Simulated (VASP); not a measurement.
Write the native input for VASP 6.6.1 that does the following.

```yaml
Task: single point
Functional: LDA
Potentials_or_basis: VASP PAW LDA potentials, release 64 (Os)
Cutoff: 520 eV
k_mesh: 13 × 13 × 7
Occupations: fermi-dirac, width 0.05 eV
Spin: no spin polarisation
Dipole_correction: no
Further_INCAR_settings: ALGO = Normal; EDIFF = 1e-07; NBANDS = 15
```

The structure of Os lies in POSCAR:

```
Os
1.0
    2.7305981567      0.0000000000      0.0000000000
   -1.3652990784      2.3647673712      0.0000000000
    0.0000000000      0.0000000000      4.4235690139
Os
2
Direct
    0.3666666667      0.6833333333      0.2750000000
    0.6333333333      0.3166666667      0.7250000000
```

This cell differs from its parent crystal: shortest bond scaled by 1.1.

One way to write it, as run:

INCAR

```
SYSTEM = Os
  PREC = Accurate
  ENCUT = 520
  EDIFF = 1E-7
  ISMEAR = -1
  SIGMA = 0.05
  LREAL = .False.
  LASPH = .True.
  NELM = 60
  ALGO = Normal
  ISIF = 2
  LWAVE = .False.
  LCHARG = .True.
  GGA = CA
  LELF = .True.
  LVHAR = .True.
  NBANDS = 15
```

KPOINTS

```
regular mesh
0
Gamma
  13 13 7
  0 0 0
```

Potentials or basis: VASP PAW LDA potentials, release 64 (Os).

Command:

```bash
$ cat potpaw_LDA.64/Os/POTCAR > POTCAR
$ mpirun -np 1 vasp_std > vasp.out
```

It gave:

```
Pressure               : -4.5 GPa
Largest force          : 3.172 eV/Å
Band gap on the k mesh : zero (bands 8 and 9 overlap by 3.46 eV)
```

Caveat: the cell differs from its parent crystal (shortest bond scaled by 1.1); the cell stands under tension; spin-orbit coupling is left out, which moves the levels of the heavy elements; forces of over 1 eV/Å act on the atoms, so gaps and moduli don't describe the material at rest.

Run time: 52 s on 1 thread of Intel(R) Xeon(R) 6975P-C (Granite Rapids), with other jobs on the host, peak memory 0.22 GiB.
